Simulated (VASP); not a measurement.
# RbZnI3 (Pm-3m) in VASP: a series of runs, part 2 of 2

VASP 6.6.1. The steps go on from the part before.

## 4. Single point, r2SCAN (volume changed by +6%)

File POSCAR:

```
RbZnI3
1.0
    5.8339864082      0.0000000000      0.0000000000
    0.0000000000      5.8339864082      0.0000000000
    0.0000000000      0.0000000000      5.8339864082
Rb Zn I
1 1 3
Direct
    0.0000000000      0.0000000000      0.0000000000
    0.5000000000      0.5000000000      0.5000000000
    0.5000000000      0.5000000000      0.0000000000
    0.5000000000      0.0000000000      0.5000000000
    0.0000000000      0.5000000000      0.5000000000
```

File INCAR.step1:

```
  PREC = Accurate
  ENCUT = 520
  ISMEAR = -1
  SIGMA = 0.02
  LREAL = False
  LASPH = True
  NELM = 100
  NBANDS = 29
  GGA = PE
  ALGO = Normal
  EDIFF = 1E-4
  LWAVE = True
  LCHARG = False
```

File INCAR.step2:

```
  PREC = Accurate
  ENCUT = 520
  EDIFF = 1E-6
  ISMEAR = -1
  SIGMA = 0.02
  LREAL = False
  LASPH = True
  NELM = 100
  ALGO = Normal
  ISIF = 2
  LWAVE = False
  LCHARG = False
  METAGGA = R2SCAN
  LMIXTAU = True
  NBANDS = 29
  ISTART = 1
```

File KPOINTS:

```
Automatic mesh
0
Gamma
  4 4 4
```

Potentials or basis: VASP PAW PBE potentials, release 64 (Rb_sv, Zn, I).

On the command line:

```sh
$ cat potpaw_PBE.64/Rb_sv/POTCAR potpaw_PBE.64/Zn/POTCAR potpaw_PBE.64/I/POTCAR > POTCAR
$ cp INCAR.step1 INCAR
$ mpirun -np 1 vasp_std > vasp.out
$ cp INCAR.step2 INCAR
$ mpirun -np 1 vasp_std > vasp.out
```

OUTCAR:

```text
PREC = Accurate
   ENCUT = 520
   EDIFF = 1E-6
   ISMEAR = -1
   LREAL = False
   LASPH = True
   NELM = 100
   ISIF = 2
   METAGGA = R2SCAN
   ISTART = 1

 ion  position               nearest neighbor table
   1  0.000  0.000  0.000-   3 4.13   4 4.13   5 4.13   4 4.13   5 4.13   3 4.13   5 4.13   5 4.13
                             3 4.13   4 4.13   4 4.13   3 4.13
   2  0.500  0.500  0.500-   3 2.92   4 2.92   5 2.92   3 2.92   4 2.92   5 2.92
   3  0.500  0.500  0.000-   2 2.92   2 2.92   1 4.13   1 4.13   1 4.13   1 4.13
   4  0.500  0.000  0.500-   2 2.92   2 2.92   1 4.13   1 4.13   1 4.13   1 4.13
   5  0.000  0.500  0.500-   2 2.92   2 2.92   1 4.13   1 4.13   1 4.13   1 4.13
[... 507 lines left out ...]
  -------------------------------------------------------------------------------------
  Total       -1.5247102     -1.5247102     -1.5247102      0.0000000     -0.0000000      0.0000000
  in kB      -12.3027347    -12.3027347    -12.3027347      0.0000000     -0.0000000      0.0000000
  external PRESSURE =     -12.3027347 kB  Pullay stress =       0.0000000 kB

 VOLUME and BASIS-vectors are now :
 -----------------------------------------------------------------------------
  energy-cutoff  :      520.00
  volume of cell :      198.56
      direct lattice vectors                 reciprocal lattice vectors
     5.833986408  0.000000000  0.000000000     0.171409381  0.000000000  0.000000000
     0.000000000  5.833986408  0.000000000     0.000000000  0.171409381  0.000000000
     0.000000000  0.000000000  5.833986408     0.000000000  0.000000000  0.171409381

 POSITION                                       TOTAL-FORCE (eV/Angst)
 -----------------------------------------------------------------------------------
      0.00000      0.00000      0.00000         0.000000      0.000000      0.000000
      2.91699      2.91699      2.91699         0.000000      0.000000      0.000000
      2.91699      2.91699      0.00000         0.000000      0.000000      0.000000
      2.91699      0.00000      2.91699         0.000000      0.000000      0.000000
      0.00000      2.91699      2.91699         0.000000      0.000000      0.000000
 -----------------------------------------------------------------------------------
    total drift:                                0.000000     -0.000000     -0.000000

  FREE ENERGIE OF THE ION-ELECTRON SYSTEM (eV)
  ---------------------------------------------------
  free  energy   TOTEN  =      -101.2708911354 eV

  energy  without entropy=     -101.2687840855  energy(sigma->0) =     -101.26983761
```

OUTCAR.step1:

```text
PREC = Accurate
   ENCUT = 520
   ISMEAR = -1
   LREAL = False
   LASPH = True
   NELM = 100
[... 535 lines left out ...]
      2.91699      2.91699      0.00000         0.000000      0.000000      0.000000
      2.91699      0.00000      2.91699         0.000000      0.000000      0.000000
      0.00000      2.91699      2.91699         0.000000      0.000000      0.000000
 -----------------------------------------------------------------------------------
    total drift:                                0.000000     -0.000000     -0.000000

  FREE ENERGIE OF THE ION-ELECTRON SYSTEM (eV)
  ---------------------------------------------------
  free  energy   TOTEN  =       -10.6883774917 eV

  energy  without entropy=      -10.6862736086  energy(sigma->0) =      -10.68732555
```

OSZICAR.step1:

```text
N       E                     dE             d eps       ncg     rms          rms(c)
DAV:   1     0.275106003534E+03    0.27511E+03   -0.17032E+04   580   0.129E+03
DAV:   2     0.145996950132E+02   -0.26051E+03   -0.25141E+03   689   0.261E+02
DAV:   3    -0.105819649588E+02   -0.25182E+02   -0.25007E+02   684   0.863E+01
DAV:   4    -0.113209635292E+02   -0.73900E+00   -0.73828E+00   913   0.148E+01
DAV:   5    -0.113320794958E+02   -0.11116E-01   -0.11114E-01   801   0.160E+00    0.493E+00
DAV:   6    -0.107494801615E+02    0.58260E+00   -0.11880E+00   685   0.183E+01    0.398E+00
DAV:   7    -0.106856983711E+02    0.63782E-01   -0.50302E-01   673   0.368E+00    0.157E+00
DAV:   8    -0.106876076160E+02   -0.19092E-02   -0.25341E-02   711   0.924E-01    0.539E-01
DAV:   9    -0.106883507930E+02   -0.74318E-03   -0.28731E-03   676   0.442E-01    0.620E-02
DAV:  10    -0.106883774917E+02   -0.26699E-04   -0.34269E-04   641   0.180E-01
   1 F= -.10688377E+02 E0= -.10687326E+02  d E =-.210388E-02
```

It took 3.5 min on 1 thread of Intel Xeon Platinum 8259CL at 2.50GHz (Skylake/Cascade Lake), shared host; peak memory 0.39 GiB.

What came out:

```
Free energy            : -101.2709 eV
Pressure               : -1.2 GPa
Band gap on the k mesh : zero (band 21 reaches 0.99 eV, above the bottom of band 22 at 0.50 eV)
```

Caveat: the PAW data sets were made with another functional, which shifts forces and pressure a little; spin-orbit coupling is left out, which moves the levels of the heavy elements.

## 5. Summary

```tsv
cell	gap on the mesh (eV)	pressure (GPa)
a = 5.722 Å, 5 atoms	none	0.0
a = 5.778 Å, 5 atoms	none	-0.7
a = 5.834 Å, 5 atoms	none	-1.2
```

Alike in all rows: task single point; level r2SCAN; potentials or basis VASP PAW PBE potentials, release 64 (Rb_sv, Zn, I); no spin polarisation; k mesh 4 × 4 × 4; cutoff (eV) 520; smearing fermi-dirac 0.02 eV.

Caveats: the PAW data sets were made with another functional, which shifts forces and pressure a little; spin-orbit coupling is left out, which moves the levels of the heavy elements.

Absolute energies hang on the potentials; compare differences alone.
